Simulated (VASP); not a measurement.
A run of VASP 6.6.1 is set up as follows.

File POSCAR:

```
ZnS
1.0
    3.5895904813      0.0000000000      0.0000000000
   -1.7947952406      3.1086765460      0.0000000000
    0.0000000000      0.0000000000      5.8799973210
Zn S
2 2
Direct
    0.0000000000      0.0000000000      0.0000000000
    0.0000000000      0.0000000000      0.5000000000
    0.3333333333      0.6666666667      0.2500000000
    0.6666666667      0.3333333333      0.7500000000
```

The input INCAR.step1:

```
  ALGO = Normal
  EDIFF = 1E-5
  ENCUT = 520
  GGA = PE
  ISIF = 2
  ISMEAR = 0
  LASPH = T
  LREAL = F
  LWAVE = T
  NBANDS = 26
  NELM = 100
  PREC = Accurate
  SIGMA = 0.01
```

INCAR.step2

```
  ALGO = Normal
  EDIFF = 1E-6
  ENCUT = 520
  GGA = PE
  HFSCREEN = 0.2079
  ISIF = 2
  ISMEAR = 0
  ISTART = 1
  LASPH = T
  LCHARG = T
  LELF = T
  LHFCALC = T
  LREAL = F
  LVHAR = T
  LWAVE = F
  NBANDS = 26
  NELM = 100
  PREC = Accurate
  PRECFOCK = Normal
  SIGMA = 0.01
```

Contents of KPOINTS:

```
k-points
0
Gamma
  2 2 2
```

Potentials or basis: VASP PAW PBE potentials, release 64 (Zn, S).

The run is started by

```bash
$ cat potpaw_PBE.64/Zn/POTCAR potpaw_PBE.64/S/POTCAR > POTCAR
$ cp INCAR.step1 INCAR
$ mpirun -np 1 vasp_std > vasp.out
$ cp INCAR.step2 INCAR
$ mpirun -np 1 vasp_std > vasp.out
```

Task: What does it give for the pressure?

Result: 4.6 GPa.

Task: What does it give for the band gap on the k mesh?

Result: 3.09 eV, indirect (least direct gap 3.14 eV).

Stress tensor (GPa, compression positive):
```
 8.97  0.00  0.00
 0.00  8.97  0.00
 0.00  0.00 -4.14
```

Caveat: the k points lie up to 1.01 Å⁻¹ apart; the PAW data sets were made with another functional, which shifts forces and pressure a little. A k mesh can miss the band edges.
